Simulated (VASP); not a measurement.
Runs of VASP 6.6.1 on CdS. The structure is that of space group P-6m2 (No. 187), or close to it. The cells are those of the table. 

```csv
potentials or basis,cell,cutoff (eV),second run,gap on the mesh (eV),pressure (GPa),largest force (eV/Å)
"VASP PAW PBE potentials, release 64 (Cd, S)","a = 4.590, b = 4.590, c = 5.002 Å, angles 90.0, 90.0, 120.0°, 2 atoms",520,-,0.26,-5.7,0.03
"VASP PAW PBE potentials, release 64 (Cd, S)","a = 4.192, b = 4.192, c = 5.996 Å, angles 90.0, 90.0, 120.0°, 2 atoms",520,-,1.54,0.1,-
"VASP PAW PBE potentials, release 64 (Cd_sv_GW, S)","a = 4.128, b = 4.128, c = 6.185 Å, angles 90.0, 90.0, 120.0°, 2 atoms",540,valence_matched,1.63,0.8,0.01
"VASP PAW PBE potentials, release 64 (Cd, S)","a = 4.381, b = 4.381, c = 5.490 Å, angles 90.0, 90.0, 120.0°, 2 atoms",520,-,1.01,-3.3,0.03
"VASP PAW PBE potentials, release 64 (Cd, S)","a = 3.904, b = 3.904, c = 6.914 Å, angles 90.0, 90.0, 120.0°, 2 atoms",520,-,1.92,8.6,0.11
"VASP PAW PBE potentials, release 64 (Cd_sv_GW, S)","a = 4.320, b = 4.320, c = 5.648 Å, angles 90.0, 90.0, 120.0°, 2 atoms",540,valence_matched,1.23,-3.0,0.02
"VASP PAW PBE potentials, release 64 (Cd_sv_GW, S)","a = 4.010, b = 4.010, c = 6.554 Å, angles 90.0, 90.0, 120.0°, 2 atoms",540,valence_matched,1.79,4.1,0.05
"VASP PAW PBE potentials, release 64 (Cd_sv_GW, S)","a = 4.192, b = 4.192, c = 5.996 Å, angles 90.0, 90.0, 120.0°, 2 atoms",540,valence_matched,(b),-0.6,0.01
"VASP PAW PBE potentials, release 64 (Cd, S)","a = 4.320, b = 4.320, c = 5.648 Å, angles 90.0, 90.0, 120.0°, 2 atoms",520,-,1.23,-2.3,0.02
"VASP PAW PBE potentials, release 64 (Cd, S)","a = 4.498, b = 4.498, c = 5.208 Å, angles 90.0, 90.0, 120.0°, 2 atoms",520,-,0.59,-4.8,0.03
"VASP PAW PBE potentials, release 64 (Cd, S)","a = 4.128, b = 4.128, c = 6.185 Å, angles 90.0, 90.0, 120.0°, 2 atoms",520,-,(a),1.6,0.01
"VASP PAW PBE potentials, release 64 (Cd, S)","a = 4.010, b = 4.010, c = 6.554 Å, angles 90.0, 90.0, 120.0°, 2 atoms",520,-,1.81,4.9,0.05
```

Alike in all rows: task single point; level PBEsol; no spin polarisation; k mesh 9 × 9 × 6; smearing gaussian 0.05 eV.

Estimate the missing entries.

(a) 1.65; (b) 1.53.

Caveats: the PAW data sets were made with another functional, which shifts forces and pressure a little.

A k mesh can miss the band edges, and the runs leave out spin-orbit coupling on Cd.

The runs don't all hold the same shells in valence.
